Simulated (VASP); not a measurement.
BiH, 2 atoms in the cell. The typed cell holds 2 atoms: a = 3.840 Å, b = 3.579 Å, c = 3.579 Å, α = 64.89°, β = 57.56°, γ = 57.55°. 

* Program: VASP 6.6.1
* Task: single point
* Functional: PBE
* Potentials or basis: VASP PAW PBE potentials, release 64 (Bi_d, H)
* Cutoff: 520 eV
* k mesh: 6 × 6 × 6
* Occupations: gaussian, width 0.1 eV
* Spin: no spin polarisation
* Dipole correction: no
* Further INCAR settings: ALGO = Normal; EDIFF = 1e-06; NBANDS = 15

Potentials or basis: VASP PAW PBE potentials, release 64 (Bi_d, H).

Launch:

```bash
$ cat potpaw_PBE.64/Bi_d/POTCAR potpaw_PBE.64/H/POTCAR > POTCAR
$ mpirun -np 1 vasp_std > vasp.out
```

Hardware: 1 thread of Oxide Virtual Turin-like Processor (shared host).

Problem. Estimate the wall time of this run.

Solution. Wall time 19 s on 1 thread of Oxide Virtual Turin-like Processor, with other jobs on the host, peak memory 0.13 GiB. Counts: scf iterations 11, k points 46.
